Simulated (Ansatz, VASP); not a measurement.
**Two plane-wave programs on SiMo3**

```xyz
8
Lattice="4.8890 0.0000 0.0000 0.0000 4.8890 0.0000 0.0000 0.0000 4.8890" Properties=species:S:1:pos:R:3 pbc="T T T"
Mo    0.0000    2.4445    1.2223
Mo    0.0000    2.4445    3.6668
Mo    2.4445    1.2223    0.0000
Mo    3.6668    0.0000    2.4445
Mo    2.4445    3.6668    0.0000
Mo    1.2223    0.0000    2.4445
Si    2.4445    2.4445    2.4445
Si    0.0000    0.0000    0.0000
```

Alike in both runs: task relaxation of cell and atoms; functional r2SCAN; k mesh 6 × 6 × 6; occupations fermi-dirac, width 0.05 eV; no spin polarisation.

|  | VASP | Ansatz |
| --- | --- | --- |
| version | VASP 6.6.1 | Ansatz 0.2.0 |
| potentials or method | VASP PAW PBE potentials, release 64 (Mo_sv, Si) | Ansatz PAW |
| plane-wave cutoff (eV) | 600 | 500 |
| valence electrons in the cell | 92 | 92 |

Ansatz gave:

```
gap on the k mesh at the Fermi level, each at its own relaxed structure (eV) : none
relaxed volume (Å³/atom)                                                     : 14.57
relaxed cell length with the largest relative difference (Å)                 : 4.885
```

Question: Which values does VASP return?

Answer: gap on the k mesh at the Fermi level, each at its own relaxed structure (eV): none; relaxed volume (Å³/atom): 14.63; relaxed cell length with the largest relative difference (Å): 4.891.

VASP's potentials were made for PBE, not for r2SCAN. A gap of «none» marks a metal or a gap that the smearing closes.

Noted on Ansatz's run: the plane-wave basis is chosen anew once the cell has moved, so the energies of steps on either side of that aren't comparable.
